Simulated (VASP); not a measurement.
# MoS2 (P6_3/mmc) in VASP: notebook

Runs on MoS2. Level: PBEsol. Tasks: single point, relaxation of shape and atoms at fixed volume.

Everything below comes from runs of VASP 6.6.1. Logs are shortened: lines on timing, memory, paths and dates and some standing lists are left out, and cuts for length are marked.

**What was measured.**

“Multiwavelength excitation Raman Scattering Analysis of bulk and 2 dimensional MoS2: Vibrational properties of atomically thin MoS2 layers”, 2015, arxiv:1506.03228 reports, for a bulk crystal of MoS2 at 300 K: band gap 1.3 eV (indirect).

How close the calculation comes is told below.

### 1 The cell of the first run

Symmetry: P6_3/mmc, No. 194, hexagonal system. The conventional cell has a = 3.139 Å, b = 3.139 Å, c = 12.519 Å, α = 90.00°, β = 90.00°, γ = 120.00°. Mo (site symmetry -6m2) has 6 S at 2.39 Å and 6 Mo at 3.14 Å within 3.2 Å. S (site symmetry 3m) has 3 Mo at 2.39 Å and 7 S at 3.12 to 3.14 Å within 3.2 Å.

### 2 Single point, PBEsol, collinear spin (17.80 Å³/atom)

File INCAR:

```
ALGO = Normal ; EDIFF = 1E-6
ENCUT = 500 ; GGA = PS
GGA_COMPAT = False ; ISIF = 2
ISMEAR = 0 ; ISPIN = 2
LASPH = True ; LCHARG = False
LMAXMIX = 4 ; LORBIT = 11
LREAL = False ; LWAVE = False
MAGMOM = 0.05 0.05 0 0 0 0 ; NBANDS = 39
NELM = 200 ; PREC = Accurate
SIGMA = 0.05
```

File KPOINTS:

```
k-points
0
Gamma
  8 8 2
```

File POSCAR:

```
MoS2
1.0
    3.1388462760      0.0000000000      0.0000000000
   -1.5694231380      2.7183206136      0.0000000000
    0.0000000000      0.0000000000     12.5190551418
Mo S
2 4
Direct
    0.3333333333      0.6666666667      0.2500000000
    0.6666666667      0.3333333333      0.7500000000
    0.3333333333      0.6666666667      0.6254384533
    0.6666666667      0.3333333333      0.1254384533
    0.3333333333      0.6666666667      0.8745615467
    0.6666666667      0.3333333333      0.3745615467
```

Potentials or basis: VASP PAW PBE potentials, release 64 (Mo_sv, S).

On the command line:

```sh
> cat potpaw_PBE.64/Mo_sv/POTCAR potpaw_PBE.64/S/POTCAR > POTCAR
> mpirun -np 1 vasp_std > vasp.out
```

OUTCAR:

```text
EDIFF = 1E-6
   ENCUT = 500
   GGA = PS
   ISIF = 2
   ISMEAR = 0
   ISPIN = 2
   LASPH = True
   LORBIT = 11
   LREAL = False
   NELM = 200
   PREC = Accurate

 ion  position               nearest neighbor table
   1  0.333  0.667  0.250-   4 2.39   6 2.39   4 2.39   6 2.39   4 2.39   6 2.39
   2  0.667  0.333  0.750-   3 2.39   5 2.39   3 2.39   5 2.39   3 2.39   5 2.39
   3  0.333  0.667  0.625-   2 2.39   2 2.39   2 2.39
   4  0.667  0.333  0.125-   1 2.39   1 2.39   1 2.39
   5  0.333  0.667  0.875-   2 2.39   2 2.39   2 2.39
   6  0.667  0.333  0.375-   1 2.39   1 2.39   1 2.39

  LATTYP: Found a hexagonal cell.
 ALAT       =     3.1388462760
 C/A-ratio  =     3.9884256956

  Lattice vectors:

 A1 = (   3.1388462760,   0.0000000000,   0.0000000000)
 A2 = (  -1.5694231380,   2.7183206136,   0.0000000000)
 A3 = (   0.0000000000,   0.0000000000,  12.5190551418)

Analysis of symmetry for initial positions (statically):
=====================================================================
 Subroutine PRICEL returns:
 Original cell was already a primitive cell.

 Routine SETGRP: Setting up the symmetry group for a
 hexagonal supercell.

 Subroutine GETGRP returns: Found 24 space group operations
 (whereof 12 operations were pure point group operations)
 out of a pool of 24 trial point group operations.

The static configuration has the point symmetry D_3d.
 The point group associated with its full space group is D_6h.

Analysis of symmetry for dynamics (positions and initial velocities):
=====================================================================
 Subroutine PRICEL returns:
 Original cell was already a primitive cell.

 Routine SETGRP: Setting up the symmetry group for a
 hexagonal supercell.

 Subroutine GETGRP returns: Found 24 space group operations
 (whereof 12 operations were pure point group operations)
 out of a pool of 24 trial point group operations.

The dynamic configuration has the point symmetry D_3d.
 The point group associated with its full space group is D_6h.

Analysis of structural, dynamic, and magnetic symmetry:
=====================================================================
 Subroutine PRICEL returns:
 Original cell was already a primitive cell.

 Routine SETGRP: Setting up the symmetry group for a
 hexagonal supercell.

 Subroutine GETGRP returns: Found 24 space group operations
 (whereof 12 operations were pure point group operations)
 out of a pool of 24 trial point group operations.

The overall configuration has the point symmetry D_3d.
 The point group associated with its full space group is D_6h.

 Subroutine INISYM returns: Found 24 space group operations
 (whereof 12 operations are pure point group operations),
 and found     1 'primitive' translations

----------------------------------------------------------------------------------------

                                     Primitive cell

  volume of cell :     106.8175

  direct lattice vectors                    reciprocal lattice vectors
     3.138846276  0.000000000  0.000000000     0.318588396  0.183937096  0.000000000
    -1.569423138  2.718320614  0.000000000     0.000000000  0.367874192  0.000000000
     0.000000000  0.000000000 12.519055142     0.000000000  0.000000000  0.079878233

  length of vectors
     3.138846276  3.138846276 12.519055142     0.367874192  0.367874192  0.079878233

  position of ions in fractional coordinates (direct lattice)
     0.333333333  0.666666667  0.250000000
     0.666666667  0.333333333  0.750000000
     0.333333333  0.666666667  0.625438453
     0.666666667  0.333333333  0.125438453
     0.333333333  0.666666667  0.874561547
     0.666666667  0.333333333  0.374561547

  ion indices of the primitive-cell ions
   primitive index   ion index
                 1           1
                 2           2
                 3           3
                 4           4
                 5           5
                 6           6

[... 28 lines left out ...]
  0.000000  0.000000  0.000000      1.000000
  0.125000  0.000000  0.000000      6.000000
  0.250000  0.000000  0.000000      6.000000
  0.375000  0.000000  0.000000      6.000000
  0.500000  0.000000  0.000000      3.000000
  0.125000  0.125000  0.000000      6.000000
[... 12 lines left out ...]
  0.250000  0.250000  0.500000      6.000000
  0.375000  0.250000  0.500000      6.000000
   k-points           NKPTS =     20   k-points in BZ     NKDIM =     20   number of bands    NBANDS=     39
   number of dos      NEDOS =    301   number of ions     NIONS =      6
   total plane-waves  NPLWV =  55296
   dimension x,y,z NGX =    24 NGY =   24 NGZ =   96
   dimension x,y,z NGXF=    48 NGYF=   48 NGZF=  192
   ions per type =               2   4
   NGX,Y,Z   is equivalent  to a cutoff of  12.71, 12.71, 12.75 a.u.
   NGXF,Y,Z  is equivalent  to a cutoff of  25.42, 25.42, 25.50 a.u.
 SYSTEM =  unknown system
   PREC   = accura    normal or accurate (medium, high low for compatibility)
   ISTART =      0    job   : 0-new  1-cont  2-samecut
   ICHARG =      2    charge: 1-file 2-atom 10-const
   ISPIN  =      2    spin polarized calculation?
   LNONCOLLINEAR =      F non collinear calculations
   LSORBIT =      F    spin-orbit coupling
   LASPH  =      T    aspherical Exc in radial PAW
   ENCUT  =  500.0 eV  36.75 Ry    6.06 a.u.   5.72  5.72 22.83*2*pi/ulx,y,z
   NELM   =    200;   NELMIN=  2; NELMDL= -5     # of ELM steps
   EDIFF  = 0.1E-05   stopping-criterion for ELM
   LREAL  =      F    real-space projection
   EDIFFG = 0.1E-04   stopping-criterion for IOM
   NSW    =      0    number of steps for IOM
   IBRION =     -1    ionic relax: 0-MD 1-quasi-New 2-CG
   NFREE  =      0    steps in history (QN), initial steepest desc. (CG)
   ISIF   =      2    stress and relaxation
   ISYM   =      2    0-nonsym 1-usesym 2-fastsym
   POTIM  = 0.5000    time-step for ionic-motion
   TEBEG  =    0.0;   TEEND  =   0.0 temperature during run
   PSTRESS=    0.0 pullay stress
   NELECT =      52.0000    total number of electrons
   NUPDOWN=      -1.0000    fix difference up-down
   EMIN   =  10.00;   EMAX   =-10.00  energy-range for DOS
   EFERMI =   0.00;   METHOD = LEGACY
   ISMEAR =     0;   SIGMA  =   0.05  broadening in eV -4-tet -1-fermi 0-gaus
   EFERMI_NEDOS =   21; number of points for ismear=-14 and -15
   IALGO  =     38    algorithm
   IMIX   =      4    mixing-type and parameters
     AMIX     =   0.40;   BMIX     =  1.00
     AMIX_MAG =   1.60;   BMIX_MAG =  1.00
  volume/ion in A,a.u.               =      17.80       120.14
  Fermi-wavevector in a.u.,A,eV,Ry     =   1.287840  2.433664 22.565690  1.658531
  Thomas-Fermi vector in A             =   2.419830
   LORBIT       =     11    0 simple, 1 ext, 2 COOP (PROOUT), +10 PAW based schemes
   GGA     = PS    functional components
   LHFCALC =     F    Hartree Fock is set to
   AEXX    =    0.0000 exact exchange contribution
   IVDW    =     0    specifies the selected vdW correction
   LEPSILON=     F    determine dielectric tensor
   LRPA    =     F    only Hartree local field effects (RPA)
 spin polarized calculation
 Gauss-broadening in eV      SIGMA  =   0.05
  energy-cutoff  :      500.00
  volume of cell :      106.82
 maximum number of plane-waves:      2736
 NGX is ok and might be reduce to    24
   NGX = 11   NGY = 11   NGZ = 45

 number of electron      52.0000004 magnetization       0.0001965

 Free energy of the ion-electron system (eV)
  ---------------------------------------------------
  ext. energy  EPLUGINS =         0.00000000
  ---------------------------------------------------
  free energy    TOTEN  =       -46.90418756 eV

  energy without entropy =      -46.90418756  energy(sigma->0) =      -46.90418756

 E-fermi :   7.6566     XC(G=0): -10.9677

 val. band max:        7.3552414500   @ k =   0.0000   0.0000   0.0000
 cond. band min:       8.4272813744   @ k =   0.2500   0.1250   0.0000
 fundamental gap:      1.0720399244
 Fermi energy:         7.6565554648

 spin component 1

 k-point     1 :       0.0000    0.0000    0.0000
  band No.  band energies     occupation
      1     -53.9392      1.00000
      2     -53.9392      1.00000
      3     -28.1527      1.00000
      4     -28.1526      1.00000
      5     -27.8868      1.00000
      6     -27.8868      1.00000
[... 809 lines left out ...]
     37      15.0847      0.00000
     38      15.0847      0.00000
 Fermi energy:         7.6565554648

 spin component 2

 k-point     1 :       0.0000    0.0000    0.0000
  band No.  band energies     occupation
      1     -53.9392      1.00000
      2     -53.9392      1.00000
      3     -28.1527      1.00000
      4     -28.1526      1.00000
      5     -27.8868      1.00000
      6     -27.8868      1.00000
[... 809 lines left out ...]
     37      15.0847      0.00000
     38      15.0847      0.00000
 [bands above 38 left out]

------------------------ aborting loop because EDIFF is reached ----------------------------------------

  FORCE on cell =-STRESS in cart. coord.  units (eV):
  Direction    XX          YY          ZZ          XY          YZ          ZX
  --------------------------------------------------------------------------------------
  -------------------------------------------------------------------------------------
  Total        0.1740848      0.1740848      0.0943028      0.0000000      0.0000000     -0.0000000
  in kB        2.6111335      2.6111335      1.4144673      0.0000000      0.0000000     -0.0000000
  external PRESSURE =       2.2122448 kB  Pullay stress =       0.0000000 kB

 VOLUME and BASIS-vectors are now :
 -----------------------------------------------------------------------------
  energy-cutoff  :      500.00
  volume of cell :      106.82
      direct lattice vectors                 reciprocal lattice vectors
     3.138846276  0.000000000  0.000000000     0.318588396  0.183937096  0.000000000
    -1.569423138  2.718320614  0.000000000     0.000000000  0.367874192  0.000000000
     0.000000000  0.000000000 12.519055142     0.000000000  0.000000000  0.079878233

 POSITION                                       TOTAL-FORCE (eV/Angst)
 -----------------------------------------------------------------------------------
     -0.00000      1.81221      3.12976        -0.000000     -0.000000      0.000000
      1.56942      0.90611      9.38929         0.000000      0.000000      0.000000
     -0.00000      1.81221      7.82990         0.000000     -0.000000     -0.008283
      1.56942      0.90611      1.57037         0.000000      0.000000     -0.008283
     -0.00000      1.81221     10.94868         0.000000     -0.000000      0.008283
      1.56942      0.90611      4.68916        -0.000000      0.000000      0.008283
 -----------------------------------------------------------------------------------
    total drift:                               -0.000000      0.000000     -0.000000

  FREE ENERGIE OF THE ION-ELECTRON SYSTEM (eV)
  ---------------------------------------------------
  free  energy   TOTEN  =       -46.9041875643 eV

  energy  without entropy=      -46.9041875643  energy(sigma->0) =      -46.90418756

 total charge

# of ion       s       p       d       tot
------------------------------------------
    1        2.300   6.231   3.995  12.527
    2        2.300   6.231   3.995  12.527
    3        1.358   2.326   0.000   3.684
    4        1.358   2.326   0.000   3.684
    5        1.358   2.326   0.000   3.684
    6        1.358   2.326   0.000   3.684
--------------------------------------------------
tot         10.033  21.768   7.991  39.791

 magnetization (x)

# of ion       s       p       d       tot
------------------------------------------
    1       -0.000  -0.000  -0.000  -0.000
    2       -0.000  -0.000  -0.000  -0.000
    3       -0.000  -0.000   0.000  -0.000
    4       -0.000  -0.000   0.000  -0.000
    5       -0.000  -0.000   0.000  -0.000
    6       -0.000  -0.000   0.000  -0.000
--------------------------------------------------
tot         -0.000  -0.000  -0.000  -0.000
```

Wall time 2.1 min (1 thread of Intel Xeon Platinum 8124M at 3.00GHz (Skylake/Cascade Lake), shared host); peak memory 0.32 GiB.

Results:

```
Free energy                                           : -46.9042 eV
Pressure                                              : 0.2 GPa
Largest force                                         : 0.008 eV/Å
Band gap on the k mesh                                : 1.07 eV (least direct gap 2.04 eV)
Net moment                                            : 0.00 μB per cell
Valence electrons inside the program's atomic spheres : Mo 12.53; S 3.68
```

Forces on the atoms (eV/Å):
```
Mo   0.000  0.000  0.000
Mo   0.000  0.000  0.000
S    0.000  0.000 -0.008
S    0.000  0.000 -0.008
S    0.000  0.000  0.008
S    0.000  0.000  0.008
```

Stress tensor (GPa, compression positive):
```
0.26 0.00 0.00
0.00 0.26 0.00
0.00 0.00 0.14
```

Levels at points of the mesh, in eV from the valence-band top:
Spin up:
| k point | band 23 | band 24 | band 25 | band 26 | band 27 | band 28 | band 29 | band 30 |
| --- | --- | --- | --- | --- | --- | --- | --- | --- |
| (0.00, 0.00, 0.00) | -2.04 | -1.29 | -1.15 | 0.00 | 2.28 | 2.28 | 2.30 | 2.30 |
| (0.50, 0.00, 0.00) | -1.57 | -1.41 | -1.33 | -1.24 | 1.80 | 1.84 | 2.18 | 2.45 |
| (0.00, 0.00, 0.50) | -2.06 | -2.06 | -0.29 | -0.29 | 2.29 | 2.29 | 2.29 | 2.29 |
| (0.50, 0.00, 0.50) | -1.49 | -1.49 | -1.28 | -1.28 | 1.82 | 1.82 | 2.33 | 2.33 |
Spin down:
| k point | band 24 | band 25 | band 26 | band 27 | band 28 | band 29 |
| --- | --- | --- | --- | --- | --- | --- |
| (0.00, 0.00, 0.00) | -1.29 | -1.15 | 0.00 | 2.28 | 2.28 | 2.30 |
| (0.50, 0.00, 0.00) | -1.41 | -1.33 | -1.24 | 1.80 | 1.84 | 2.18 |
| (0.00, 0.00, 0.50) | -2.06 | -0.29 | -0.29 | 2.29 | 2.29 | 2.29 |
| (0.50, 0.00, 0.50) | -1.49 | -1.28 | -1.28 | 1.82 | 1.82 | 2.33 |

Caveat: the PAW data sets were made with another functional, which shifts forces and pressure a little; this functional lacks dispersion, which binds layers or chains, so the pressure and a relaxed spacing across them are unreliable.

(Part 1 of 3 ends here.)
